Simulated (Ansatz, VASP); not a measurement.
## One calculation of Zr2Si5, two programs

```
CELL_PARAMETERS angstrom
3.67907 0.00000 0.00000
0.00000 3.70518 0.00000
0.00000 0.00000 29.79726
ATOMIC_POSITIONS crystal
Si 0.25000 0.50000 0.25170
Si 0.75000 0.00000 0.25201
Si 0.25000 0.00000 0.34958
Si 0.75000 0.00000 0.40228
Si 0.25000 0.00000 0.49985
Si 0.75000 0.50000 0.50015
Si 0.25000 0.50000 0.59772
Si 0.75000 0.50000 0.65042
Si 0.25000 0.50000 0.74799
Si 0.75000 0.00000 0.74830
Zr 0.75000 0.50000 0.32365
Zr 0.25000 0.50000 0.42820
Zr 0.75000 0.00000 0.57180
Zr 0.25000 0.00000 0.67635
```

Alike in both runs: task single point; functional PBE; k mesh 1 × 9 × 1; occupations gaussian, width 0.1 eV; no spin polarisation.

|  | VASP | Ansatz |
| --- | --- | --- |
| version | VASP 6.6.1 | Ansatz 0.2.0 |
| potentials or method | VASP PAW PBE potentials, release 64 (Si, Zr_sv), cutoff 520 eV | scalar-relativistic, plane waves, PAW |
| valence electrons in the cell | 88 | 88 |

|  | VASP | Ansatz | Ansatz less VASP |
| --- | --- | --- | --- |
| gap on the k mesh at the Fermi level (eV) | none | none | - |
| rms of the force components (eV/Å) | 0.212 | 0.210 | -0.0023 |
| work function, face that differs most (eV) | 5.30 | 5.30 | -0.003 |

A gap of «none» marks a metal or a gap that the smearing closes. With one functional, cell and mesh, what is left measures potentials, basis and numerics.
